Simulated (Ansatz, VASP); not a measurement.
**CdS in VASP and in Ansatz**

Contents of POSCAR:

```
CdS
1.0
    3.7626309853      0.0000000000      0.0000000000
   -1.8813154927      3.2585340184      0.0000000000
    0.0000000000      0.0000000000      6.3136975093
Cd S
2 2
Direct
    0.0000000000      0.0000000000      0.0000000000
    0.0000000000      0.0000000000      0.5000000000
    0.3333333333      0.6666666667      0.2500000000
    0.6666666667      0.3333333333      0.7500000000
```

INCAR.step1

```
PREC = Accurate
ENCUT = 520
ISMEAR = 0
SIGMA = 0.01
LREAL = F
LASPH = T
NELM = 100
NBANDS = 26
GGA = PE
ALGO = Normal
EDIFF = 1E-4
LWAVE = T
LCHARG = F
```

The input INCAR.step2:

```
PREC = Accurate
ENCUT = 520
EDIFF = 1E-7
ISMEAR = 0
SIGMA = 0.01
LREAL = F
LASPH = T
NELM = 100
ALGO = Normal
ISIF = 2
LWAVE = F
LCHARG = T
METAGGA = R2SCAN
LMIXTAU = T
LELF = T
LVHAR = T
NBANDS = 26
ISTART = 1
```

File KPOINTS:

```
regular mesh
0
Gamma
  6 6 4
```

Input for Ansatz:

```yaml
crystal:
  lattice:
    - [3.7626309853, 0.0, 0.0]
    - [-1.8813154927, 3.2585340184, 0.0]
    - [0.0, 0.0, 6.3136975093]
  atoms:
    - { symbol: Cd, position: [0.0, 0.0, 0.0] }
    - { symbol: Cd, position: [0.0, 0.0, 0.5] }
    - { symbol: S, position: [0.3333333333, 0.6666666667, 0.25] }
    - { symbol: S, position: [0.6666666667, 0.3333333333, 0.75] }
kpoints:
  mp_grid: { grid: [6, 6, 4] }
hamiltonian:
  xc: r2scan
scf:
  occupations: { method: fixed }
  n_extra_bands: 5
output:
  forces: true
  stress: true
  eigenvalues: true
```

Alike in both runs: task single point; functional r2SCAN; k mesh 6 × 6 × 4; no spin polarisation.

|  | VASP | Ansatz |
| --- | --- | --- |
| version | VASP 6.6.1 | Ansatz 0.2.0 |
| potentials or method | VASP PAW PBE potentials, release 64 (Cd, S) | plane waves, PAW |
| plane-wave cutoff (eV) | 520 | 500 |
| occupations | gaussian, width 0.01 eV | fixed |
| valence electrons in the cell | 36 | 52 |

```tsv
	VASP	Ansatz	Ansatz less VASP
gap on the k mesh at the Fermi level (eV)	1.45	1.47	+0.012
pressure (GPa)	6.4	5.8	-0.62
traceless stress, the component that is largest in VASP (GPa)	0.43	0.41	-0.019
```

VASP's potentials were made for PBE, not for r2SCAN. VASP's potentials hold 36 valence electrons a cell and Ansatz's 52, so a difference there can come from the potentials and not from the codes.
